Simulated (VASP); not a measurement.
Here is a VASP 6.6.1 calculation.

INCAR

```
PREC = Accurate
ENCUT = 520
EDIFF = 1E-8
ISMEAR = -1
SIGMA = 0.03
LREAL = False
LASPH = True
NELM = 80
ALGO = Normal
ISIF = 2
LWAVE = False
LCHARG = False
GGA = PE
LEFG = True
NBANDS = 21
```

Contents of KPOINTS:

```
regular mesh
0
Gamma
  7 7 7
```

The input POSCAR:

```
PbF2
1.0
    0.0000000000      2.9579484323      2.9579484323
    2.9579484323      0.0000000000      2.9579484323
    2.9579484323      2.9579484323      0.0000000000
Pb F
1 2
Direct
   -0.0150000000     -0.0150000000     -0.0150000000
    0.7650000000      0.7650000000      0.7650000000
    0.2500000000      0.2500000000      0.2500000000
```

Potentials or basis: VASP PAW PBE potentials, release 64 (Pb_d, F).

Command:

```bash
$ cat potpaw_PBE.64/Pb_d/POTCAR potpaw_PBE.64/F/POTCAR > POTCAR
$ mpirun -np 1 vasp_std > vasp.out
```

Question: What does it give for the largest force?

Answer: 1.004 eV/Å.

Question: Predict the pressure.

Answer: 5.0 GPa.

Question: Estimate the band gap on the k mesh.

Answer: 4.32 eV (least direct gap 4.67 eV).

Forces in eV/Å, atoms in the order of the input:
```
Pb   0.469  0.469  0.469
F   -0.580 -0.580 -0.580
F    0.111  0.111  0.111
```

Caveat: the cell differs from its parent crystal (shortest bond scaled by 0.88); the cell stands under pressure; without QUAD_EFG the Cq values of the log hold for a quadrupole moment of 1 mb, not for the nuclei; spin-orbit coupling is left out, which moves the levels of the heavy elements; an odd mesh through Γ misses points on the zone boundary, where band edges can lie; forces of over 1 eV/Å act on the atoms, so gaps and moduli don't describe the material at rest.
